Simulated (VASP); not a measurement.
Write the native input for VASP 6.6.1 that does the following.

* Task: single point
* Functional: PBE
* Potentials or basis: VASP PAW PBE potentials, release 64 (Hf_pv, N)
* Cutoff: 520 eV
* k mesh: 4 × 4 × 4
* Occupations: gaussian, width 0.1 eV
* Spin: no spin polarisation
* Dipole correction: no
* Further INCAR settings: ALGO = Normal; EDIFF = 1e-06; NBANDS = 45

The structure of Hf3N lies in POSCAR:

```
Hf3N
1.0
    0.0000000000      4.4915330200      4.4915330200
    4.4915330200      0.0000000000      4.4915330200
    4.4915330200      4.4915330200      0.0000000000
Hf N
6 2
Direct
    0.7281905400      0.2718094600      0.7281905400
    0.2718094600      0.2718094600      0.7281905400
    0.2718094600      0.7281905400      0.2718094600
    0.2718094600      0.7281905400      0.7281905400
    0.7281905400      0.2718094600      0.2718094600
    0.7281905400      0.7281905400      0.2718094600
    0.5000000000      0.5000000000      0.5000000000
    0.0000000000      0.0000000000      0.0000000000
```

The input as run:

INCAR

```
SYSTEM = Hf3N
ALGO = Normal
EDIFF = 1E-6
ENCUT = 520
GGA = PE
ISIF = 2
ISMEAR = 0
LASPH = .True.
LCHARG = .True.
LELF = .True.
LREAL = .False.
LVHAR = .True.
LWAVE = .False.
NBANDS = 45
NELM = 100
PREC = Accurate
SIGMA = 0.1
```

KPOINTS

```
k-points
0
Gamma
  4 4 4
  0 0 0
```

Potentials or basis: VASP PAW PBE potentials, release 64 (Hf_pv, N).

Command:

```console
$ cat potpaw_PBE.64/Hf_pv/POTCAR potpaw_PBE.64/N/POTCAR > POTCAR
$ mpirun -np 1 vasp_std > vasp.out
```

Results of the run:

The pressure is 1.4 GPa and the largest force is 4.112 eV/Å. The band gap on the k mesh is zero (band 35 reaches 3.50 eV, above the bottom of band 36 at 2.80 eV).

Caveat: spin-orbit coupling is left out, which moves the levels of the heavy elements; forces of over 1 eV/Å act on the atoms, so gaps and moduli don't describe the material at rest.

It took 93 s on 1 thread of Intel(R) Xeon(R) 6975P-C (Granite Rapids), on a shared host, peak memory 0.31 GiB.
